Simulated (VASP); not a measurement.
Wanted: the native input for a VASP 6.6.1 run.

- Task: single point
- Functional: PBE
- Potentials or basis: VASP PAW PBE potentials, release 64 (As)
- Cutoff: 520 eV
- k mesh: 8 × 8 × 6
- Occupations: fermi-dirac, width 0.05 eV
- Spin: no spin polarisation
- Dipole correction: no
- Further INCAR settings: ALGO = Normal; EDIFF = 1e-06; NBANDS = 18

The structure of As lies in POSCAR:

```
As
1.0
    1.8003348143     -5.4256665635      0.0000000000
    1.8003348143      5.4256665635      0.0000000000
    0.0000000000      0.0000000000      4.4095871889
As
4
Direct
    0.3900000000      0.6100000000      0.5600000000
    0.8900000000      0.1100000000      0.9400000000
    0.6100000000      0.3900000000      0.4400000000
    0.1100000000      0.8900000000      0.0600000000
```

The input as run:

INCAR

```
SYSTEM = As
PREC = Accurate
ENCUT = 520
EDIFF = 1E-6
ISMEAR = -1
SIGMA = 0.05
LREAL = .FALSE.
LASPH = .TRUE.
NELM = 80
ALGO = Normal
ISIF = 2
LWAVE = .FALSE.
LCHARG = .TRUE.
GGA = PE
LELF = .TRUE.
LVHAR = .TRUE.
NBANDS = 18
```

KPOINTS

```
Automatic mesh
0
G
  8 8 6
  0 0 0
```

Potentials or basis: VASP PAW PBE potentials, release 64 (As).

Command:

```bash
$ cat potpaw_PBE.64/As/POTCAR > POTCAR
$ mpirun -np 1 vasp_std > vasp.out
```

It gave:

| Item | Value |
| --- | --- |
| Pressure | 6.7 GPa |
| Largest force | 0.501 eV/Å |
| Band gap on the k mesh | zero (band 10 reaches 5.26 eV, above the bottom of band 11 at 5.25 eV) |

Wall time 72 s on 1 thread of Intel(R) Xeon(R) Platinum 8488C (Sapphire Rapids) (shared host), peak memory 0.31 GiB.
